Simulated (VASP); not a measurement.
**AgCl: single point with HSE06**

Crystal: AgCl.

```xyz
2
Lattice="0.0000 2.9932 2.9932 2.9932 0.0000 2.9932 2.9932 2.9932 0.0000" Properties=species:S:1:pos:R:3 pbc="T T T"
Ag    0.0000    0.0000    0.0000
Cl    1.4966    1.4966    1.4966
```

```
Program             : VASP 6.6.1
Task                : single point
Functional          : HSE06
Potentials or basis : VASP PAW PBE potentials, release 64 (Ag, Cl)
Cutoff              : 520 eV
k mesh              : 6 × 6 × 6
Occupations         : gaussian, width 0.01 eV
Spin                : no spin polarisation
```

The pressure is 1.0 GPa. The band gap on the k mesh is 2.70 eV.

Levels at points of the mesh, in eV from the valence-band top:
| k point | band 6 | band 7 | band 8 | band 9 | band 10 | band 11 | band 12 | band 13 |
| --- | --- | --- | --- | --- | --- | --- | --- | --- |
| (0.00, 0.00, 0.00) | -2.53 | 0.00 | 0.00 | 0.00 | 2.70 | 9.69 | 9.69 | 9.69 |
| (0.50, 0.00, 0.00) | -2.47 | -2.38 | -0.63 | -0.63 | 5.33 | 8.20 | 10.01 | 10.01 |
| (0.50, 0.50, 0.00) | -2.39 | -1.96 | -1.54 | -1.54 | 6.14 | 7.16 | 10.14 | 12.46 |

It took 50 min on 1 thread of AMD EPYC 7R13 Processor (Zen 3), on a shared host, peak memory 0.27 GiB.

Caveat: the structure was generated, so it needn't be the stable form of AgCl; the PAW data sets were made with another functional, which shifts forces and pressure a little.
